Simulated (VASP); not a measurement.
Here is a VASP 6.6.1 calculation.

INCAR

```
ALGO = Normal
EDIFF = 1E-6
ENCUT = 520
GGA = PE
ISIF = 2
ISMEAR = -1
LASPH = True
LCHARG = False
LREAL = False
LWAVE = False
NBANDS = 12
NELM = 80
PREC = Accurate
SIGMA = 0.1
```

KPOINTS

```
k-points
0
Gamma
  10 10 10
```

Contents of POSCAR:

```
In
1.0
   -1.6468602161      1.6468602161      2.5062524172
    1.6468602161     -1.6468602161      2.5062524172
    1.6468602161      1.6468602161     -2.5062524172
In
1
Direct
    0.0000000000      0.0000000000      0.0000000000
```

Potentials or basis: VASP PAW PBE potentials, release 64 (In_d).

Launch:

```sh
$ cat potpaw_PBE.64/In_d/POTCAR > POTCAR
$ mpirun -np 1 vasp_std > vasp.out
```

Q: Predict the pressure.

A: 0.3 GPa.

Stress tensor (GPa, compression positive):
```
 1.01  0.00  0.00
 0.00  1.01  0.00
 0.00  0.00 -0.98
```
